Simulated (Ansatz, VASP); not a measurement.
**Bi in VASP and in Ansatz**

Contents of INCAR:

```
PREC = Accurate
ENCUT = 520
EDIFF = 1E-7
ISMEAR = 0
SIGMA = 0.05
LREAL = False
LASPH = True
NELM = 80
ALGO = Fast
ISIF = 2
LWAVE = False
LCHARG = False
GGA = PS
NBANDS = 14
```

Contents of KPOINTS:

```
Automatic mesh
0
Gamma
  12 12 12
```

POSCAR

```
Bi
1.0
   -3.9009618498      3.9009618498      1.7039997501
    3.9009618498     -3.9009618498      1.7039997501
    3.9009618498      3.9009618498     -1.7039997501
Bi
1
Direct
    0.0000000000      0.0000000000      0.0000000000
```

Input for Ansatz:

```yaml
crystal:
  lattice:
    - [-3.9009618498, 3.9009618498, 1.7039997501]
    - [3.9009618498, -3.9009618498, 1.7039997501]
    - [3.9009618498, 3.9009618498, -1.7039997501]
  atoms:
    - { symbol: Bi, position: [0.0, 0.0, 0.0] }
basis:
  ecutwfc: 420
kpoints:
  mp_grid: { grid: [12, 12, 12] }
hamiltonian:
  xc: pbesol
scf:
  occupations: { method: gaussian, width: 0.05 }
output:
  forces: true
  stress: true
  eigenvalues: true
```

Alike in both runs: task single point; functional PBEsol; k mesh 12 × 12 × 12; occupations gaussian, width 0.05 eV; no spin polarisation.

```csv
,VASP,Ansatz
version,VASP 6.6.1,Ansatz 0.2.0
potentials or method,"VASP PAW PBE potentials, release 64 (Bi_d), cutoff 520 eV","scalar-relativistic, plane waves, PAW"
valence electrons in the cell,15,15
```

```tsv
	VASP	Ansatz	Ansatz less VASP
gap on the k mesh at the Fermi level (eV)	none	none	-
pressure (GPa)	-3.2	-3.2	+0.02
traceless stress, the component that is largest in VASP (GPa)	-5.50	-5.51	-0.005
```

VASP's potentials were made for PBE, not for PBEsol. A gap of «none» marks a metal or a gap that the smearing closes.

Neither program's run includes spin-orbit coupling.
